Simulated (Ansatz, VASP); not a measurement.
**Cd3W in VASP and in Ansatz**

```
Cd W
1.0
    -2.14321    2.14321    4.78743
     2.14321   -2.14321    4.78743
     2.14321    2.14321   -4.78743
Cd W
3 1
Direct
  0.50000 0.50000 0.00000
  0.25000 0.75000 0.50000
  0.75000 0.25000 0.50000
  0.00000 0.00000 0.00000
```

Alike in both runs: task single point; functional PBE; k mesh 6 × 6 × 6; occupations gaussian, width 0.1 eV; no spin polarisation.

|  | VASP | Ansatz |
| --- | --- | --- |
| version | VASP 6.6.1 | Ansatz 0.2.0 |
| potentials or method | VASP PAW PBE potentials, release 64 (Cd, W_sv), cutoff 520 eV | scalar-relativistic, plane waves, PAW |
| valence electrons in the cell | 50 | 74 |

```tsv
	VASP	Ansatz	Ansatz less VASP
gap on the k mesh at the Fermi level (eV)	none	none	-
pressure (GPa)	-8.6	-8.9	-0.33
traceless stress, the component that is largest in VASP (GPa)	0.33	0.35	+0.021
```

A gap of «none» marks a metal or a gap that the smearing closes. VASP's potentials hold 50 valence electrons a cell and Ansatz's 74, so a difference there can come from the potentials and not from the codes.

Neither program's run includes spin-orbit coupling.
